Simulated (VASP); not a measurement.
# SiMo3 (Pm-3n) in VASP: settings compared

Aim: see how the results for SiMo3 move with the level of theory and the settings. Levels: LDA, revPBE. Tasks: single point, band structure.

Program: VASP 6.6.1. These are calculated values, not measurements. Logs are shortened: lines on timing, memory, paths and dates and some standing lists are left out, and cuts for length are marked.

### 1 The cell of the first run

Symmetry: Pm-3n, No. 223, cubic system. Conventional cell: a = 4.889 Å, b = 4.889 Å, c = 4.889 Å, α = 90.00°, β = 90.00°, γ = 90.00°. Within 3.2 Å of Mo (site symmetry -4m2) lie 10 Mo at 2.44 to 2.99 Å and 4 Si at 2.73 Å. Within 3.6 Å of Si (site symmetry m-3) lie 12 Mo at 2.73 Å.

### 2 Single point, LDA

Input file POSCAR:

```
SiMo3
1.0
    4.8890000000      0.0000000000      0.0000000000
    0.0000000000      4.8890000000      0.0000000000
    0.0000000000      0.0000000000      4.8890000000
Mo Si
6 2
Direct
    0.0000000000      0.5000000000      0.2500000000
    0.0000000000      0.5000000000      0.7500000000
    0.5000000000      0.2500000000      0.0000000000
    0.7500000000      0.0000000000      0.5000000000
    0.5000000000      0.7500000000      0.0000000000
    0.2500000000      0.0000000000      0.5000000000
    0.5000000000      0.5000000000      0.5000000000
    0.0000000000      0.0000000000      0.0000000000
```

Input file INCAR.step1:

```
SYSTEM = SiMo3
GGA = CA ; ISMEAR = 1
SIGMA = 0.1 ; LWAVE = .False.
LCHARG = .True. ; NBANDS = 74
PREC = Accurate ; LASPH = .True.
LREAL = .False. ; ALGO = Normal
EDIFF = 1E-6 ; NELM = 120
GGA_COMPAT = .False. ; ENCUT = 490
LMAXMIX = 4 ; KPAR = 4
```

Input file KPOINTS.step1:

```
k-points
0
Gamma
  6 6 6
```

Input file INCAR.step2:

```
SYSTEM = SiMo3
GGA = CA ; ISMEAR = -5
LWAVE = .False. ; LCHARG = .False.
NBANDS = 74 ; PREC = Accurate
LASPH = .True. ; LREAL = .False.
ALGO = Normal ; EDIFF = 1E-6
NELM = 120 ; GGA_COMPAT = .False.
ENCUT = 490 ; LMAXMIX = 4
NEDOS = 4001 ; LORBIT = 11
EMIN = -4.3337 ; EMAX = 20.6663
ICHARG = 11 ; KPAR = 4
```

Input file KPOINTS.step2:

```
Automatic mesh
0
Gamma
  13 13 13
  0 0 0
```

Potentials or basis: VASP PAW LDA potentials, release 64 (Mo_sv, Si).

Run with:

```bash
cat potpaw_LDA.64/Mo_sv/POTCAR potpaw_LDA.64/Si/POTCAR > POTCAR
cp INCAR.step1 INCAR
cp KPOINTS.step1 KPOINTS
mpirun -np 4 vasp_std > vasp.out
cp INCAR.step2 INCAR
cp KPOINTS.step2 KPOINTS
mpirun -np 4 vasp_std > vasp.out
```

OUTCAR:

```text
SYSTEM = SiMo3
   GGA = CA
   ISMEAR = -5
   PREC = Accurate
   LASPH = .True.
   LREAL = .False.
   EDIFF = 1E-6
   NELM = 120
   ENCUT = 490
   LORBIT = 11
   EMIN = -4.3337
   ICHARG = 11

 ion  position               nearest neighbor table
   1  0.000  0.500  0.250-   2 2.44   2 2.44   8 2.73   7 2.73   8 2.73   7 2.73   4 2.99   5 2.99
                             4 2.99   6 2.99   6 2.99   3 2.99   5 2.99   3 2.99
   2  0.000  0.500  0.750-   1 2.44   1 2.44   8 2.73   7 2.73   8 2.73   7 2.73   4 2.99   5 2.99
                             4 2.99   6 2.99   6 2.99   3 2.99   5 2.99   3 2.99
   3  0.500  0.250  0.000-   5 2.44   5 2.44   8 2.73   7 2.73   7 2.73   8 2.73   4 2.99   4 2.99
                             6 2.99   1 2.99   6 2.99   1 2.99   2 2.99   2 2.99
   4  0.750  0.000  0.500-   6 2.44   6 2.44   8 2.73   8 2.73   7 2.73   7 2.73   3 2.99   3 2.99
                             5 2.99   5 2.99   1 2.99   2 2.99   1 2.99   2 2.99
   5  0.500  0.750  0.000-   3 2.44   3 2.44   8 2.73   7 2.73   7 2.73   8 2.73   1 2.99   4 2.99
                             6 2.99   4 2.99   6 2.99   1 2.99   2 2.99   2 2.99
   6  0.250  0.000  0.500-   4 2.44   4 2.44   8 2.73   8 2.73   7 2.73   7 2.73   3 2.99   3 2.99
                             5 2.99   1 2.99   1 2.99   2 2.99   5 2.99   2 2.99
   7  0.500  0.500  0.500-   1 2.73   2 2.73   3 2.73   4 2.73   5 2.73   6 2.73   3 2.73   5 2.73
                             4 2.73   6 2.73   1 2.73   2 2.73
   8  0.000  0.000  0.000-   1 2.73   2 2.73   3 2.73   4 2.73   5 2.73   6 2.73   4 2.73   6 2.73
                             1 2.73   2 2.73   3 2.73   5 2.73

  LATTYP: Found a simple cubic cell.
 ALAT       =     4.8890000000

  Lattice vectors:

 A1 = (   4.8890000000,   0.0000000000,   0.0000000000)
 A2 = (   0.0000000000,   4.8890000000,   0.0000000000)
 A3 = (   0.0000000000,   0.0000000000,   4.8890000000)

Analysis of symmetry for initial positions (statically):
=====================================================================
 Subroutine PRICEL returns:
 Original cell was already a primitive cell.

 Routine SETGRP: Setting up the symmetry group for a
 simple cubic supercell.

 Subroutine GETGRP returns: Found 48 space group operations
 (whereof 24 operations were pure point group operations)
 out of a pool of 48 trial point group operations.

The static configuration has the point symmetry T_h .
 The point group associated with its full space group is O_h .

Analysis of symmetry for dynamics (positions and initial velocities):
=====================================================================
 Subroutine PRICEL returns:
 Original cell was already a primitive cell.

 Routine SETGRP: Setting up the symmetry group for a
 simple cubic supercell.

 Subroutine GETGRP returns: Found 48 space group operations
 (whereof 24 operations were pure point group operations)
[... 146 lines left out ...]
   AEXX    =    0.0000 exact exchange contribution
   IVDW    =     0    specifies the selected vdW correction
   LEPSILON=     F    determine dielectric tensor
   LRPA    =     F    only Hartree local field effects (RPA)

   CSHIFT  =0.1000    complex shift for real part using Kramers Kronig

   OMEGAMAX=  -1.0    maximum frequency
 non-spin polarized calculation
 Fermi weights with tetrahedron method with Bloechl corrections
  energy-cutoff  :      490.00
  volume of cell :      116.86
 maximum number of plane-waves:      2905
 NGX is ok and might be reduce to    36

 number of electron      91.9999977 magnetization

 Free energy of the ion-electron system (eV)
  ---------------------------------------------------
  ext. energy  EPLUGINS =         0.00000000
  ---------------------------------------------------
  free energy    TOTEN  =       -87.57200135 eV

  energy without entropy =      -87.57200135  energy(sigma->0) =      -87.57200135

 E-fermi :  12.6537     XC(G=0): -13.2977

 val. band max:       12.6606662326   @ k =   0.3077   0.3077   0.0000
 cond. band min:      12.5905154068   @ k =   0.3846   0.3846   0.0000
 fundamental gap:     -0.0701508258
 Fermi energy:        12.6537244954

 k-point     1 :       0.0000    0.0000    0.0000
  band No.  band energies     occupation
      1     -48.2766      2.00000
      2     -48.1578      2.00000
      3     -48.1578      2.00000
      4     -47.8208      2.00000
      5     -47.8208      2.00000
      6     -47.8208      2.00000
[... 1453 lines left out ...]
     57      15.4800      0.00000
     58      15.5556      0.00000

 [... further k-points ...]

 [bands above 58 left out]

------------------------ aborting loop because EDIFF is reached ----------------------------------------

  FORCE on cell =-STRESS in cart. coord.  units (eV):
  Direction    XX          YY          ZZ          XY          YZ          ZX
  --------------------------------------------------------------------------------------
  -------------------------------------------------------------------------------------
  Total       -5.7731710     -5.7731710     -5.7731710     -0.0000000      0.0000000      0.0000000
  in kB      -79.1525462    -79.1525462    -79.1525462     -0.0000000      0.0000000      0.0000000
  external PRESSURE =     -79.1525462 kB  Pullay stress =       0.0000000 kB

 VOLUME and BASIS-vectors are now :
 -----------------------------------------------------------------------------
  energy-cutoff  :      490.00
  volume of cell :      116.86
      direct lattice vectors                 reciprocal lattice vectors
     4.889000000  0.000000000  0.000000000     0.204540806  0.000000000  0.000000000
     0.000000000  4.889000000  0.000000000     0.000000000  0.204540806  0.000000000
     0.000000000  0.000000000  4.889000000     0.000000000  0.000000000  0.204540806

 POSITION                                       TOTAL-FORCE (eV/Angst)
 -----------------------------------------------------------------------------------
      0.00000      2.44450      1.22225        -0.000000     -0.000000      0.000000
      0.00000      2.44450      3.66675         0.000000      0.000000     -0.000000
      2.44450      1.22225      0.00000         0.000000     -0.000000      0.000000
      3.66675      0.00000      2.44450         0.000000      0.000000      0.000000
      2.44450      3.66675      0.00000         0.000000     -0.000000     -0.000000
      1.22225      0.00000      2.44450        -0.000000      0.000000     -0.000000
      2.44450      2.44450      2.44450         0.000000     -0.000000     -0.000000
      0.00000      0.00000      0.00000         0.000000     -0.000000     -0.000000
 -----------------------------------------------------------------------------------
    total drift:                                0.000000      0.000000     -0.000000

  FREE ENERGIE OF THE ION-ELECTRON SYSTEM (eV)
  ---------------------------------------------------
  free  energy   TOTEN  =       -87.5720013533 eV

  energy  without entropy=      -87.5720013533  energy(sigma->0) =      -87.57200135

 total charge

# of ion       s       p       d       tot
------------------------------------------
    1        2.337   6.199   4.102  12.637
    2        2.337   6.199   4.102  12.637
    3        2.337   6.199   4.102  12.637
    4        2.337   6.199   4.102  12.637
    5        2.337   6.199   4.102  12.637
    6        2.337   6.199   4.102  12.637
    7        0.717   0.903   0.000   1.621
    8        0.717   0.903   0.000   1.621
--------------------------------------------------
tot         15.454  38.997  24.611  79.063
```

OSZICAR.step1:

```text
N       E                     dE             d eps       ncg     rms          rms(c)
DAV:   1     0.112359101180E+04    0.11236E+04   -0.50334E+04  2976   0.122E+03
DAV:   2    -0.543976128489E+02   -0.11780E+04   -0.11328E+04  3160   0.435E+02
DAV:   3    -0.916580389782E+02   -0.37260E+02   -0.36312E+02  3358   0.819E+01
DAV:   4    -0.919854214490E+02   -0.32738E+00   -0.32646E+00  3270   0.742E+00
DAV:   5    -0.919881840831E+02   -0.27626E-02   -0.27623E-02  3250   0.716E-01    0.449E+01
DAV:   6    -0.879589898487E+02    0.40292E+01   -0.72246E+00  3190   0.137E+01    0.115E+01
DAV:   7    -0.876087127987E+02    0.35028E+00   -0.59788E-01  3238   0.292E+00    0.347E+00
DAV:   8    -0.875427442150E+02    0.65969E-01   -0.81542E-02  3084   0.915E-01    0.676E-01
DAV:   9    -0.875412241733E+02    0.15200E-02   -0.54398E-03  3138   0.286E-01    0.356E-01
DAV:  10    -0.875408838668E+02    0.34031E-03   -0.65253E-04  3278   0.140E-01    0.120E-01
DAV:  11    -0.875408916935E+02   -0.78268E-05   -0.29907E-05  3222   0.257E-02    0.330E-02
DAV:  12    -0.875408906202E+02    0.10733E-05   -0.24711E-06  2320   0.808E-03    0.256E-03
DAV:  13    -0.875408906175E+02    0.26994E-08   -0.14510E-07  1632   0.192E-03
   1 F= -.87540891E+02 E0= -.87540760E+02  d E =-.392344E-03
```

Wall time 2 min (4 MPI ranks of AMD EPYC 7R43 (Zen 3), shared host); peak memory 0.46 GiB.

Results:

- Valence electrons inside the program's atomic spheres: Mo 12.64; Si 1.62
- Density of states at the Fermi level: 0.43 states/eV/atom

Caveat: tetrahedron occupations give inexact forces and stress in metals.

### 3 Band structure, revPBE

Input file INCAR:

```
GGA = RE
ISMEAR = 1
SIGMA = 0.1
LWAVE = False
LCHARG = False
NBANDS = 67
PREC = Accurate
LASPH = True
LREAL = False
ALGO = Normal
EDIFF = 1E-6
NELM = 120
GGA_COMPAT = False
ENCUT = 280
LMAXMIX = 4
KPAR = 2
```

Input file KPOINTS:

```
Automatic mesh
0
Gamma
  6 6 6
  0 0 0
```

Input file KPOINTS_OPT:

```
path GXMGRX,MR
12
line-mode
reciprocal
 0.0000000000  0.0000000000  0.0000000000  G
 0.0000000000  0.5000000000  0.0000000000  X

 0.0000000000  0.5000000000  0.0000000000  X
 0.5000000000  0.5000000000  0.0000000000  M

 0.5000000000  0.5000000000  0.0000000000  M
 0.0000000000  0.0000000000  0.0000000000  G

 0.0000000000  0.0000000000  0.0000000000  G
 0.5000000000  0.5000000000  0.5000000000  R

 0.5000000000  0.5000000000  0.5000000000  R
 0.0000000000  0.5000000000  0.0000000000  X

 0.5000000000  0.5000000000  0.0000000000  M
 0.5000000000  0.5000000000  0.5000000000  R
```

POSCAR is that of step 2.

Potentials or basis: VASP PAW PBE potentials, release 64 (Mo_sv, Si).

Run with:

```bash
cat potpaw_PBE.64/Mo_sv/POTCAR potpaw_PBE.64/Si/POTCAR > POTCAR
mpirun -np 2 vasp_std > vasp.out
```

Wall time 62 s (2 MPI ranks of AMD EPYC 7R13 (Zen 3), shared host); peak memory 0.18 GiB.

The run converged. Its results:

```yaml
Free_energy: -75.6972 eV
Band_gap_along_the_path: zero within the smearing
```

Levels at the corners of the path, in eV from the Fermi level:
| point | band 44 | band 45 | band 46 | band 47 | band 48 | band 49 |
| --- | --- | --- | --- | --- | --- | --- |
| Γ | -1.58 | 1.24 | 1.24 | 1.24 | 2.07 | 2.36 |
| X | -1.71 | 0.22 | 0.22 | 0.92 | 0.92 | 1.50 |
| X | -1.71 | 0.22 | 0.22 | 0.92 | 0.92 | 1.50 |
| M | -0.89 | -0.89 | -0.79 | -0.70 | -0.51 | -0.13 |
| M | -0.89 | -0.89 | -0.79 | -0.70 | -0.51 | -0.13 |
| Γ | -1.58 | 1.24 | 1.24 | 1.24 | 2.07 | 2.36 |
| Γ | -1.58 | 1.24 | 1.24 | 1.24 | 2.07 | 2.36 |
| R | -1.22 | -1.22 | -1.22 | -1.22 | -1.22 | 1.25 |
| R | -1.22 | -1.22 | -1.22 | -1.22 | -1.22 | 1.25 |
| X | -1.71 | 0.22 | 0.22 | 0.92 | 0.92 | 1.50 |
| M | -0.89 | -0.89 | -0.79 | -0.70 | -0.51 | -0.13 |
| R | -1.22 | -1.22 | -1.22 | -1.22 | -1.22 | 1.25 |

Caveat: the cutoff is under 1.25 times the usual one of these potentials, so pressure, stress and relaxed cells hold a basis-set (Pulay) error; the PAW data sets were made with another functional, which shifts forces and pressure a little.

### 4 Band structure, revPBE

Input file INCAR:

```
GGA = RE
ISMEAR = 1
SIGMA = 0.05
LWAVE = False
LCHARG = False
NBANDS = 77
PREC = Accurate
LASPH = True
LREAL = False
ALGO = Normal
EDIFF = 1E-7
NELM = 120
GGA_COMPAT = False
ENCUT = 490
LMAXMIX = 4
KPAR = 2
```

Input file KPOINTS:

```
Automatic mesh
0
Gamma
  9 9 9
  0 0 0
```

KPOINTS_OPT is that of step 3.

POSCAR is that of step 3.

Run with:

```bash
cat potpaw_PBE.64/Mo_sv/POTCAR potpaw_PBE.64/Si/POTCAR > POTCAR
mpirun -np 2 vasp_std > vasp.out
```

It took 3.4 min on 2 MPI ranks of AMD EPYC 7R13 (Zen 3), shared host; peak memory 0.41 GiB.

Results (log left out):

```
Free energy             : -75.7824 eV
Pressure                : 5.2 GPa
Band gap along the path : zero within the smearing
```

Levels at the corners of the path, in eV from the Fermi level:
| point | band 44 | band 45 | band 46 | band 47 | band 48 | band 49 |
| --- | --- | --- | --- | --- | --- | --- |
| Γ | -1.58 | 1.23 | 1.23 | 1.23 | 2.08 | 2.35 |
| X | -1.72 | 0.21 | 0.21 | 0.92 | 0.92 | 1.50 |
| X | -1.72 | 0.21 | 0.21 | 0.92 | 0.92 | 1.50 |
| M | -0.90 | -0.90 | -0.80 | -0.70 | -0.51 | -0.14 |
| M | -0.90 | -0.90 | -0.80 | -0.70 | -0.51 | -0.14 |
| Γ | -1.58 | 1.23 | 1.23 | 1.23 | 2.08 | 2.35 |
| Γ | -1.58 | 1.23 | 1.23 | 1.23 | 2.08 | 2.35 |
| R | -1.22 | -1.22 | -1.22 | -1.22 | -1.22 | 1.24 |
| R | -1.22 | -1.22 | -1.22 | -1.22 | -1.22 | 1.24 |
| X | -1.72 | 0.21 | 0.21 | 0.92 | 0.92 | 1.50 |
| M | -0.90 | -0.90 | -0.80 | -0.70 | -0.51 | -0.14 |
| R | -1.22 | -1.22 | -1.22 | -1.22 | -1.22 | 1.24 |

Caveat: the cell stands under pressure; the PAW data sets were made with another functional, which shifts forces and pressure a little.
